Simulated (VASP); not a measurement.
# N (P-1) in VASP: notebook, part 2 of 2

VASP 6.6.1.

## (3) Single point, r2SCAN, collinear spin, ferromagnetic start (atom 1 (N) moved by (+0.100, -0.100) A along [1 1 0] and z)

POSCAR

```
N
1.0
    3.6290016496      0.0000000000      0.0000000000
   -1.8145008248      3.1428076190      0.0000000000
    0.0000000000      0.0000000000      5.8900000000
N
2
Direct
    0.3640678212      0.6891658733      0.2330220713
    0.6666666667      0.3333333333      0.7500000000
```

INCAR.step1

```
ALGO     = Normal         # electronic algorithm
EDIFF    = 1E-4           # SCF threshold, eV
ENCUT    = 520            # plane-wave cutoff, eV
GGA      = PE             # functional
ISMEAR   = 0              # smearing method
ISPIN    = 2              # spin polarisation
LASPH    = T              # aspherical terms in the spheres
LCHARG   = F              # write CHGCAR
LREAL    = F              # projectors in reciprocal space
LWAVE    = T              # write WAVECAR
MAGMOM   = 3.2 3.2        # initial moments
NBANDS   = 16             # bands
NELM     = 150            # most SCF steps
PREC     = Accurate       # precision mode
SIGMA    = 0.05           # smearing width, eV
```

INCAR.step2

```
ALGO     = Normal         # electronic algorithm
EDIFF    = 1E-6           # SCF threshold, eV
ENCUT    = 520            # plane-wave cutoff, eV
ISIF     = 2              # what is computed and relaxed
ISMEAR   = 0              # smearing method
ISPIN    = 2              # spin polarisation
ISTART   = 1            
LASPH    = T              # aspherical terms in the spheres
LCHARG   = T              # write CHGCAR
LELF     = T              # ELF
LMIXTAU  = T            
LORBIT   = 11             # projections on sites
LREAL    = F              # projectors in reciprocal space
LVHAR    = T            
LWAVE    = F              # write WAVECAR
MAGMOM   = 3.2 3.2        # initial moments
METAGGA  = R2SCAN         # meta-GGA
NBANDS   = 16             # bands
NELM     = 150            # most SCF steps
PREC     = Accurate       # precision mode
SIGMA    = 0.05           # smearing width, eV
```

KPOINTS

```
k-points
0
Gamma
  6 6 4
```

Potentials or basis: VASP PAW PBE potentials, release 64 (N).

On the command line:

```sh
$ cat potpaw_PBE.64/N/POTCAR > POTCAR
$ cp INCAR.step1 INCAR
$ mpirun -np 1 vasp_std > vasp.out
$ cp INCAR.step2 INCAR
$ mpirun -np 1 vasp_std > vasp.out
```

OUTCAR:

```text
EDIFF = 1E-6
   ENCUT = 520
   ISIF = 2
   ISMEAR = 0
   ISPIN = 2
   ISTART = 1
   LASPH = T
   LORBIT = 11
   LREAL = F
   METAGGA = R2SCAN
   NELM = 150
   PREC = Accurate

 ion  position               nearest neighbor table
   1  0.364  0.689  0.233-
   2  0.667  0.333  0.750-

  LATTYP: Found a hexagonal cell.
 ALAT       =     3.6290016496
 C/A-ratio  =     1.6230359114

  Lattice vectors:

 A1 = (   3.6290016496,   0.0000000000,   0.0000000000)
 A2 = (  -1.8145008248,   3.1428076190,   0.0000000000)
 A3 = (   0.0000000000,   0.0000000000,   5.8900000000)

Analysis of symmetry for initial positions (statically):
=====================================================================
 Subroutine PRICEL returns:
 Original cell was already a primitive cell.

 Routine SETGRP: Setting up the symmetry group for a
 hexagonal supercell.

 Subroutine GETGRP returns: Found  2 space group operations
 (whereof  1 operations were pure point group operations)
 out of a pool of 24 trial point group operations.

The static configuration has the point symmetry C_1 .
 The point group associated with its full space group is S_2 .

Analysis of symmetry for dynamics (positions and initial velocities):
=====================================================================
 Subroutine PRICEL returns:
 Original cell was already a primitive cell.

 Routine SETGRP: Setting up the symmetry group for a
 hexagonal supercell.

 Subroutine GETGRP returns: Found  2 space group operations
 (whereof  1 operations were pure point group operations)
 out of a pool of 24 trial point group operations.

The dynamic configuration has the point symmetry C_1 .
 The point group associated with its full space group is S_2 .

Analysis of structural, dynamic, and magnetic symmetry:
=====================================================================
 Subroutine PRICEL returns:
 Original cell was already a primitive cell.

 Routine SETGRP: Setting up the symmetry group for a
 hexagonal supercell.

 Subroutine GETGRP returns: Found  2 space group operations
 (whereof  1 operations were pure point group operations)
 out of a pool of 24 trial point group operations.

The overall configuration has the point symmetry C_1 .
 The point group associated with its full space group is S_2 .

 Subroutine INISYM returns: Found  2 space group operations
 (whereof  1 operations are pure point group operations),
 and found     1 'primitive' translations

----------------------------------------------------------------------------------------

                                     Primitive cell

  volume of cell :      67.1769

  direct lattice vectors                    reciprocal lattice vectors
     3.629001650  0.000000000  0.000000000     0.275557880  0.159093416  0.000000000
    -1.814500825  3.142807619  0.000000000     0.000000000  0.318186832  0.000000000
     0.000000000  0.000000000  5.890000000     0.000000000  0.000000000  0.169779287

  length of vectors
     3.629001650  3.629001650  5.890000000     0.318186832  0.318186832  0.169779287

[... 71 lines left out ...]
   PREC   = accura    normal or accurate (medium, high low for compatibility)
   ISTART =      1    job   : 0-new  1-cont  2-samecut
   ICHARG =      0    charge: 1-file 2-atom 10-const
   ISPIN  =      2    spin polarized calculation?
   LNONCOLLINEAR =      F non collinear calculations
   LSORBIT =      F    spin-orbit coupling
   LASPH  =      T    aspherical Exc in radial PAW
   ENCUT  =  520.0 eV  38.22 Ry    6.18 a.u.   6.75  6.75 10.95*2*pi/ulx,y,z
   NELM   =    150;   NELMIN=  2; NELMDL=  0     # of ELM steps
   EDIFF  = 0.1E-05   stopping-criterion for ELM
   LREAL  =      F    real-space projection
   EDIFFG = 0.1E-04   stopping-criterion for IOM
   NSW    =      0    number of steps for IOM
   IBRION =     -1    ionic relax: 0-MD 1-quasi-New 2-CG
   NFREE  =      0    steps in history (QN), initial steepest desc. (CG)
   ISIF   =      2    stress and relaxation
   ISYM   =      2    0-nonsym 1-usesym 2-fastsym
   POTIM  = 0.5000    time-step for ionic-motion
   TEBEG  =    0.0;   TEEND  =   0.0 temperature during run
   PSTRESS=    0.0 pullay stress
   NELECT =      10.0000    total number of electrons
   NUPDOWN=      -1.0000    fix difference up-down
   EMIN   =  10.00;   EMAX   =-10.00  energy-range for DOS
   EFERMI =   0.00;   METHOD = LEGACY
   ISMEAR =     0;   SIGMA  =   0.05  broadening in eV -4-tet -1-fermi 0-gaus
   EFERMI_NEDOS =   21; number of points for ismear=-14 and -15
   IALGO  =     38    algorithm
   IMIX   =      4    mixing-type and parameters
     AMIX     =   0.40;   BMIX     =  1.00
     AMIX_MAG =   1.60;   BMIX_MAG =  1.00
  volume/ion in A,a.u.               =      33.59       226.67
  Fermi-wavevector in a.u.,A,eV,Ry     =   0.867630  1.639584 10.242227  0.752782
  Thomas-Fermi vector in A             =   1.986192
   LORBIT       =     11    0 simple, 1 ext, 2 COOP (PROOUT), +10 PAW based schemes
   METAGGA = R2SCAN    functional components
   LHFCALC =     F    Hartree Fock is set to
   AEXX    =    0.0000 exact exchange contribution
   IVDW    =     0    specifies the selected vdW correction
   LEPSILON=     F    determine dielectric tensor
   LRPA    =     F    only Hartree local field effects (RPA)
 spin polarized calculation
 Gauss-broadening in eV      SIGMA  =   0.05
  energy-cutoff  :      520.00
  volume of cell :       67.18
 maximum number of plane-waves:      1834
   NGX = 13   NGY = 13   NGZ = 21

 number of electron      10.0000000 magnetization       6.0000001

 Free energy of the ion-electron system (eV)
  ---------------------------------------------------
  ext. energy  EPLUGINS =         0.00000000
  ---------------------------------------------------
  free energy    TOTEN  =        -8.87268702 eV

  energy without entropy =       -8.87268702  energy(sigma->0) =       -8.87268702

 E-fermi :  -5.7510     XC(G=0):  -5.3199

 val. band max:       -5.9980855738   @ k =   0.0000   0.0000   0.0000
 cond. band min:      -2.0747474663   @ k =   0.0000   0.0000   0.0000
 fundamental gap:      3.9233381076
 Fermi energy:        -5.7509820698

 spin component 1

 k-point     1 :       0.0000    0.0000    0.0000
  band No.  band energies     occupation
      1     -19.2412      1.00000
      2     -18.9529      1.00000
      3      -7.2018      1.00000
      4      -6.1501      1.00000
      5      -6.1269      1.00000
      6      -6.0250      1.00000
[... 435 lines left out ...]
      5      -6.2867      1.00000
      6      -6.1813      1.00000
[... 8 lines left out ...]
     15      13.2116      0.00000
     16      13.8614      0.00000

 [... further k-points ...]

 spin component 2

 k-point     1 :       0.0000    0.0000    0.0000
  band No.  band energies     occupation
      1     -13.2828      1.00000
      2     -12.7778      1.00000
      3      -2.0747      0.00000
      4      -0.0902      0.00000
      5      -0.0531      0.00000
      6       0.1151      0.00000
[... 435 lines left out ...]
      5      -0.3882      0.00000
      6      -0.1569      0.00000
[... 8 lines left out ...]
     15      15.8371      0.00000
     16      16.4178      0.00000

 [... further k-points ...]

------------------------ aborting loop because EDIFF is reached ----------------------------------------

  FORCE on cell =-STRESS in cart. coord.  units (eV):
  Direction    XX          YY          ZZ          XY          YZ          ZX
  --------------------------------------------------------------------------------------
  -------------------------------------------------------------------------------------
  Total        0.0627875      0.0731092      0.0837936     -0.0053025     -0.0029647     -0.0025500
  in kB        1.4974891      1.7436632      1.9984871     -0.1264648     -0.0707073     -0.0608173
  external PRESSURE =       1.7465465 kB  Pullay stress =       0.0000000 kB

 VOLUME and BASIS-vectors are now :
 -----------------------------------------------------------------------------
  energy-cutoff  :      520.00
  volume of cell :       67.18
      direct lattice vectors                 reciprocal lattice vectors
     3.629001650  0.000000000  0.000000000     0.275557880  0.159093416  0.000000000
    -1.814500825  3.142807619  0.000000000     0.000000000  0.318186832  0.000000000
     0.000000000  0.000000000  5.890000000     0.000000000  0.000000000  0.169779287

 POSITION                                       TOTAL-FORCE (eV/Angst)
 -----------------------------------------------------------------------------------
      0.07071      2.16592      1.37250        -0.003172     -0.003613      0.023300
      1.81450      1.04760      4.41750         0.003172      0.003613     -0.023300
 -----------------------------------------------------------------------------------
    total drift:                                0.000002     -0.000002     -0.000008

  FREE ENERGIE OF THE ION-ELECTRON SYSTEM (eV)
  ---------------------------------------------------
  free  energy   TOTEN  =        -8.8726870204 eV

  energy  without entropy=       -8.8726870204  energy(sigma->0) =       -8.87268702

 total charge

# of ion       s       p       d       tot
------------------------------------------
    1        1.359   1.940   0.000   3.299
    2        1.359   1.940   0.000   3.299
--------------------------------------------------
tot          2.718   3.880   0.000   6.598

 magnetization (x)

# of ion       s       p       d       tot
------------------------------------------
    1        0.050   1.940   0.000   1.990
    2        0.050   1.940   0.000   1.990
--------------------------------------------------
tot          0.101   3.880   0.000   3.981
```

It took 4.7 min on 1 thread of AMD EPYC 9R45 (Zen 5), shared host; peak memory 0.26 GiB.

What came out:

- Free energy: -8.8727 eV
- Pressure: 0.2 GPa
- Largest force: 0.024 eV/Å
- Band gap on the k mesh: 3.92 eV
- Net moment: 6.00 μB per cell
- Site moments: N +1.99 μB
- Valence electrons inside the program's atomic spheres: N 3.30

Forces in eV/Å, atoms in the order of the input:
```
N   -0.003 -0.004  0.023
N    0.003  0.004 -0.023
```

Levels at points of the mesh, in eV from the valence-band top:
Spin up:
| k point | band 4 | band 5 | band 6 | band 7 | band 8 | band 9 | band 10 | band 11 | band 12 | band 13 |
| --- | --- | --- | --- | --- | --- | --- | --- | --- | --- | --- |
| (0.00, 0.00, 0.00) | -0.15 | -0.13 | -0.03 | 0.00 | 0.00 | 8.32 | 12.27 | 12.61 | 18.93 | 19.11 |
| (0.50, 0.00, 0.00) | -0.84 | -0.66 | -0.39 | -0.21 | -0.13 | 11.94 | 12.17 | 13.08 | 14.31 | 15.59 |
| (0.00, 0.50, 0.00) | -0.86 | -0.58 | -0.38 | -0.30 | -0.13 | 11.93 | 12.15 | 13.32 | 14.42 | 15.24 |
| (0.50, 0.50, 0.00) | -0.86 | -0.60 | -0.38 | -0.27 | -0.13 | 11.93 | 12.16 | 13.26 | 14.39 | 15.34 |
| (0.00, 0.00, 0.50) | -0.58 | -0.09 | -0.09 | -0.07 | -0.06 | 9.58 | 9.75 | 15.76 | 16.18 | 19.23 |
| (0.50, 0.00, 0.50) | -1.10 | -0.31 | -0.28 | -0.27 | -0.23 | 12.10 | 12.19 | 13.30 | 13.43 | 16.45 |
| (0.00, 0.50, 0.50) | -1.12 | -0.29 | -0.26 | -0.26 | -0.22 | 12.12 | 12.18 | 13.29 | 13.40 | 16.40 |
| (0.50, 0.50, 0.50) | -1.12 | -0.30 | -0.27 | -0.26 | -0.22 | 12.11 | 12.18 | 13.29 | 13.41 | 16.40 |
Spin down:
```tsv
k point	band 1	band 2	band 3	band 4	band 5	band 6
(0.00, 0.00, 0.00)	-7.28	-6.78	3.92	5.91	5.95	6.11
(0.50, 0.00, 0.00)	-6.82	-6.62	4.07	4.63	4.96	5.48
(0.00, 0.50, 0.00)	-6.78	-6.66	4.13	4.57	5.09	5.48
(0.50, 0.50, 0.00)	-6.79	-6.65	4.11	4.58	5.05	5.48
(0.00, 0.00, 0.50)	-7.09	-7.00	4.82	4.96	6.00	6.01
(0.50, 0.00, 0.50)	-6.74	-6.70	4.08	4.13	5.62	5.66
(0.00, 0.50, 0.50)	-6.73	-6.71	4.04	4.08	5.65	5.70
(0.50, 0.50, 0.50)	-6.73	-6.71	4.05	4.10	5.63	5.68
```

Caveat: the cell differs from its parent crystal (atom 1 (N) moved by (+0.100, -0.100) A along [1 1 0] and z); the nearest neighbours stand farther apart than a usual bond; the PAW data sets were made with another functional, which shifts forces and pressure a little. A k mesh can miss the band edges.
